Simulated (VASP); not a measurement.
BiN:

```
CELL_PARAMETERS angstrom
0.00000 2.55770 2.55770
2.55770 0.00000 2.55770
2.55770 2.55770 0.00000
ATOMIC_POSITIONS crystal
Bi 0.00000 0.00000 0.00000
N 0.50000 0.50000 0.50000
```

The cell was built from a structure type or drawn by symmetry, and may not be a known phase.

```yaml
Program: VASP 6.6.1
Task: relaxation of cell and atoms
Functional: PBE
Potentials_or_basis: VASP PAW PBE potentials, release 64 (Bi_d, N)
Cutoff: 600 eV
k_mesh: 10 × 10 × 10
Occupations: gaussian, width 0.02 eV
Spin: no spin polarisation
```

At the start: pressure 2.3 GPa; volume 16.73 Å³/atom.

Question: Where does the relaxation end?

Answer: Over 3 steps the energy falls by 2.2 meV/atom and the volume is 17.04 Å³/atom (+1.8 %); space group Fm-3m (No. 225, to 0.1 Å) before and after.

Step by step:
```
step  energy change (eV)  largest force (eV/Å)  pressure (GPa)  volume (Å³)
   1              0.0000                0.0000            2.33        33.46
   2             -0.0008                0.0000           -1.98        34.65
   3             -0.0044                0.0000            0.01        34.08
```

Final structure:
```
Bi N
1.0
     0.00000    2.57336    2.57336
     2.57336    0.00000    2.57336
     2.57336    2.57336    0.00000
Bi N
1 1
Cartesian
  0.0000 0.0000 0.0000
  2.5734 2.5734 2.5734
```
